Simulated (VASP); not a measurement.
Here is a VASP 6.6.1 calculation.

File INCAR:

```
PREC = Accurate
ENCUT = 700
EDIFF = 1E-6
ISMEAR = 0
SIGMA = 0.05
LREAL = F
LASPH = T
NELM = 200
ALGO = Normal
ISIF = 2
LWAVE = F
LCHARG = T
ISPIN = 2
MAGMOM = 1.9 0.22
LORBIT = 11
LMAXMIX = 4
LDAU = T
LDAUTYPE = 2
LDAUL = 2 -1
LDAUU = 6.2 0
LDAUJ = 0 0
LDAUPRINT = 1
GGA = PE
IVDW = 13
LELF = T
LVHAR = T
NBANDS = 23
GGA_COMPAT = F
```

The input KPOINTS:

```
Automatic mesh
0
Gamma
  10 10 10
```

The input POSCAR:

```
NiO
1.0
    0.0000000000      2.1031129218      2.1031129218
    2.1031129218      0.0000000000      2.1031129218
    2.1031129218      2.1031129218      0.0000000000
Ni O
1 1
Direct
    0.0000000000      0.0000000000      0.0000000000
    0.5000000000      0.5000000000      0.5000000000
```

Potentials or basis: VASP PAW PBE potentials, release 64 (Ni_sv_GW, O).

Run with:

```bash
$ cat potpaw_PBE.64/Ni_sv_GW/POTCAR potpaw_PBE.64/O/POTCAR > POTCAR
$ mpirun -np 1 vasp_std > vasp.out
```

Estimate the pressure.

8.1 GPa.

What does it give for the net moment?

2.00 μB per cell.

Eigenvalues of the final occupation matrices:
```tsv
site	spin	trace	eigenvalues
site 1 d	1	4.75	0.94 0.94 0.94 0.97 0.97
site 1 d	2	2.98	0.09 0.09 0.93 0.93 0.93
```

Caveat: the cell stands under pressure; a cell with one magnetic atom can't hold antiferromagnetic order, which such compounds often take. The state reached can hang on the start; a lower one may exist.
